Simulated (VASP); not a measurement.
Write the native input for VASP 6.6.1 that does the following.

| Property | Result |
| --- | --- |
| Task | single point |
| Functional | PBEsol |
| Potentials or basis | VASP PAW PBE potentials, release 64 (B) |
| Cutoff | 520 eV |
| k mesh | 22 × 14 × 4 |
| Occupations | gaussian, width 0.1 eV |
| Spin | no spin polarisation |
| Dipole correction | no |
| Further INCAR settings | ALGO = Normal; EDIFF = 1e-06; NBANDS = 22 |

The structure of B lies in POSCAR:

```
B
1.0
    1.6443363351     -0.0000636664     -0.0153899445
    0.0003018840      2.8403946523      0.0202450921
   -0.8147683248     -0.0997706472     13.9993000717
B
8
Direct
    0.0920657294      0.2499358352      0.8130729189
    1.0175772457      0.2500527907      0.3775327223
    0.6294020868      0.7499708180      0.8779846963
    0.4802380810      0.7500242157      0.3126225000
    0.9079342706      0.7500641648      0.1869270811
    0.5197619190      0.2499757843      0.6873775000
    0.3705979132      0.2500291820      0.1220153037
   -0.0175772457      0.7499472093      0.6224672777
```

These files were run (other wordings do the same):

INCAR

```
ALGO = Normal
EDIFF = 1E-6
ENCUT = 520
GGA = PS
ISIF = 2
ISMEAR = 0
LASPH = True
LCHARG = True
LELF = True
LREAL = False
LVHAR = True
LWAVE = False
NBANDS = 22
NELM = 100
PREC = Accurate
SIGMA = 0.1
```

KPOINTS

```
k-points
0
Gamma
  22 14 4
```

Potentials or basis: VASP PAW PBE potentials, release 64 (B).

Launch:

```sh
$ cat potpaw_PBE.64/B/POTCAR > POTCAR
$ mpirun -np 1 vasp_std > vasp.out
```

Results of the run:

```yaml
Pressure: 0.2 GPa
Largest_force: 0.007 eV/Å
Band_gap_on_the_k_mesh: zero (bands 12 and 13 overlap by 8.28 eV)
```

Caveat: the PAW data sets were made with another functional, which shifts forces and pressure a little.

Run time: 4.6 min on 1 thread of Intel(R) Xeon(R) 6975P-C (Granite Rapids), with other jobs on the host, peak memory 0.65 GiB.
